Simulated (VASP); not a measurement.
Wanted: the native input for a VASP 6.6.1 run.

```yaml
Task: single point
Functional: PBEsol
Potentials_or_basis: VASP PAW PBE potentials, release 64 (Al, Ru_pv)
Cutoff: 520 eV
k_mesh: 18 × 18 × 18
Occupations: methfessel-paxton, width 0.5 eV
Spin: no spin polarisation
Dipole_correction: no
Further_INCAR_settings: ALGO = Fast; EDIFF = 1e-07; NBANDS = 17
```

The structure of Al2Ru lies in POSCAR:

```
Al2Ru
1.0
   -1.5604216200      1.5604216200      4.2218055900
    1.5604216200     -1.5604216200      4.2218055900
    1.5604216200      1.5604216200     -4.2218055900
Al Ru
2 1
Direct
    0.6592021900      0.6592021900      0.0000000000
    0.3407978100      0.3407978100      0.0000000000
    0.0000000000      0.0000000000      0.0000000000
```

The input as run:

INCAR

```
SYSTEM = Al2Ru
ALGO = Fast
EDIFF = 1E-7
ENCUT = 520
GGA = PS
ISIF = 2
ISMEAR = 1
LASPH = .True.
LCHARG = .False.
LREAL = .False.
LWAVE = .False.
NBANDS = 17
NELM = 80
PREC = Accurate
SIGMA = 0.5
```

KPOINTS

```
k-points
0
Gamma
  18 18 18
  0 0 0
```

Potentials or basis: VASP PAW PBE potentials, release 64 (Al, Ru_pv).

The run is started by

```bash
$ cat potpaw_PBE.64/Al/POTCAR potpaw_PBE.64/Ru_pv/POTCAR > POTCAR
$ mpirun -np 1 vasp_std > vasp.out
```

It gave:

| Property | Result |
| --- | --- |
| Pressure | -0.4 GPa |
| Largest force | 0.056 eV/Å |
| Band gap on the k mesh | zero (bands 10 and 11 overlap by 0.16 eV) |

Caveat: the PAW data sets were made with another functional, which shifts forces and pressure a little.

It took 13 min on 1 thread of Intel Xeon 8259CL, on a shared host, peak memory 0.47 GiB.
